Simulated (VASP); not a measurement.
Here is a VASP 6.6.1 calculation.

The input POSCAR:

```
Si
1.0
    2.6653940361      2.6653940361      0.0000000000
   -2.6653940361      2.6653940361      0.0000000000
    0.0000000000      2.6653940361      2.6653940361
Si
2
Direct
    0.2500000000      0.7500000000      0.5000000000
    0.0000000000      0.0000000000      0.0000000000
```

File INCAR.step1:

```
PREC = Accurate ; ENCUT = 520
ISMEAR = 0 ; SIGMA = 0.01
LREAL = False ; LASPH = True
NELM = 60 ; NBANDS = 11
GGA = PE ; ALGO = Normal
EDIFF = 1E-4 ; LWAVE = True
LCHARG = False
```

File INCAR.step2:

```
PREC = Accurate ; ENCUT = 520
EDIFF = 1E-6 ; ISMEAR = 0
SIGMA = 0.01 ; LREAL = False
LASPH = True ; NELM = 60
ALGO = Normal ; ISIF = 2
LWAVE = False ; LCHARG = False
METAGGA = R2SCAN ; LMIXTAU = True
NBANDS = 11 ; ISTART = 1
```

Contents of KPOINTS:

```
Automatic mesh
0
Gamma
  8 8 8
```

Potentials or basis: VASP PAW PBE potentials, release 64 (Si).

Command:

```console
$ cat potpaw_PBE.64/Si/POTCAR > POTCAR
$ cp INCAR.step1 INCAR
$ mpirun -np 1 vasp_std > vasp.out
$ cp INCAR.step2 INCAR
$ mpirun -np 1 vasp_std > vasp.out
```

(1) Estimate the pressure.

(2) Estimate the band gap on the k mesh.

Results:

(1) 6.7 GPa.

(2) 0.72 eV, indirect (least direct gap 2.78 eV).

Caveat: the PAW data sets were made with another functional, which shifts forces and pressure a little.
